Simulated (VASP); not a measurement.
Crystal: CuO.

```
Cu O
1.0
     1.99097   -2.15355    0.00000
     1.99097    2.15355    0.00000
     0.00000    0.00000    5.15593
Cu O
2 2
Cartesian
  0.9955 -1.0768 0.0000
  0.9955 1.0768 2.5780
  1.9910 0.0000 1.2890
  1.9910 0.0000 3.8669
```

Base run:

| Property | Result |
| --- | --- |
| Program | VASP 6.6.1 |
| Functional | PBEsol |
| Potentials or basis | VASP PAW PBE potentials, release 64 (Cu, O) |
| Cutoff | 520 eV |
| k mesh | 9 × 9 × 5 |
| Occupations | fermi-dirac, width 0.05 eV |
| Spin | no spin polarisation |
| Hubbard terms | Cu d U = 8.0 eV |

Its results: band gap on the k mesh zero (bands 17 and 18 overlap by 0.95 eV); pressure -10.1 GPa.

The run is repeated on the same cell with these changes: hubbard terms from Cu d U = 8.0 eV to Cu d U = 2.0 eV; further incar settings from ALGO = Normal; EDIFF = 1e-06; NBANDS = 25 to ALGO = Normal; EDIFF = 1e-07; NBANDS = 25. What comes out?

Band gap on the k mesh zero (bands 17 and 18 overlap by 0.90 eV); pressure -6.5 GPa.

Caveats: the cell stands under tension; the PAW data sets were made with another functional, which shifts forces and pressure a little; U without spin polarisation on a metal has little footing.
